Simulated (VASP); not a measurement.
Here is a VASP 6.6.1 calculation.

Contents of POSCAR:

```
Si16B
1.0
    0.0000000000      5.4300000000      5.4300000000
    5.4300000000      0.0000000000      5.4300000000
    5.4300000000      5.4300000000      0.0000000000
Si B
16 1
Direct
    0.0057720994     -0.0051754144     -0.0004853591
    0.1244712707      0.1309578269      0.1205001842
    0.0006514733     -0.0010271639      0.5000354512
    0.1245081031      0.1304937385      0.6241147330
    0.0000764273      0.5029784530     -0.0018163904
    0.1257238490      0.6231463168      0.1258752302
   -0.0003250460      0.5027106814      0.4994372007
    0.1247143646      0.6255000000      0.6248869245
    0.5018389503     -0.0063879374      0.0025511050
    0.6245650092      0.1322865562      0.1220244936
    0.5009225599     -0.0056881215      0.5028733886
    0.6217606814      0.1313043278      0.6235002762
    0.4984553407      0.5062825967     -0.0019586556
    0.6268228361      0.6219937385      0.1266872928
    0.4978399632      0.5030917127      0.5000110497
    0.6263187845      0.6226287293      0.6253535912
    0.3368827808      1.0147991713      0.8265352670
```

Contents of INCAR.step1:

```
PREC     = Accurate       # precision mode
ENCUT    = 520            # plane-wave cutoff, eV
ISMEAR   = 0              # smearing method
SIGMA    = 0.02           # smearing width, eV
LREAL    = Auto         
LASPH    = True           # aspherical terms in the spheres
NELM     = 150            # most SCF steps
ISPIN    = 2              # spin polarisation
MAGMOM   = 0 0 0 0 0 0 0 0 0 0.05 0 0 0 0 0 0 0.13 # initial moments
NBANDS   = 52             # bands
GGA      = PE             # functional
ALGO     = Normal         # electronic algorithm
EDIFF    = 1E-4           # SCF threshold, eV
LWAVE    = True           # write WAVECAR
LCHARG   = False          # write CHGCAR
```

INCAR.step2

```
PREC     = Accurate       # precision mode
ENCUT    = 520            # plane-wave cutoff, eV
EDIFF    = 1E-6           # SCF threshold, eV
ISMEAR   = 0              # smearing method
SIGMA    = 0.02           # smearing width, eV
LREAL    = Auto         
LASPH    = True           # aspherical terms in the spheres
NELM     = 150            # most SCF steps
ALGO     = Normal         # electronic algorithm
ISIF     = 2              # what is computed and relaxed
LWAVE    = False          # write WAVECAR
LCHARG   = True           # write CHGCAR
ISPIN    = 2              # spin polarisation
MAGMOM   = 0 0 0 0 0 0 0 0 0 0.05 0 0 0 0 0 0 0.13 # initial moments
LORBIT   = 11             # projections on sites
METAGGA  = R2SCAN         # meta-GGA
LMIXTAU  = True         
LELF     = True           # ELF
LVHAR    = True         
NBANDS   = 52             # bands
ISTART   = 1
```

KPOINTS

```
regular mesh
0
Gamma
  2 2 2
```

Potentials or basis: VASP PAW PBE potentials, release 64 (Si, B).

Run with:

```sh
$ cat potpaw_PBE.64/Si/POTCAR potpaw_PBE.64/B/POTCAR > POTCAR
$ cp INCAR.step1 INCAR
$ mpirun -np 1 vasp_std > vasp.out
$ cp INCAR.step2 INCAR
$ mpirun -np 1 vasp_std > vasp.out
```

Task: Estimate the pressure.

Result: 1.4 GPa.

Task: Estimate the largest force.

Result: 0.462 eV/Å.

Task: Predict the net moment.

Result: 0.75 μB per cell.

Forces on the atoms (eV/Å):
```
Si  -0.042  0.040  0.034
Si  -0.081  0.017 -0.014
Si  -0.035  0.038 -0.008
Si  -0.022  0.070 -0.019
Si  -0.018  0.005  0.019
Si  -0.021  0.022 -0.027
Si  -0.007  0.020  0.017
Si  -0.016  0.018 -0.031
Si  -0.062  0.000 -0.041
Si   0.033 -0.032  0.048
Si   0.029  0.068 -0.051
Si   0.023 -0.023 -0.127
Si   0.007 -0.007  0.006
Si  -0.020  0.033 -0.025
Si  -0.004  0.004  0.000
Si  -0.032  0.019 -0.019
B    0.268 -0.292  0.238
```

Caveat: the k points lie up to 0.50 Å⁻¹ apart; a moment this small can come from the mesh or the smearing; the PAW data sets were made with another functional, which shifts forces and pressure a little.
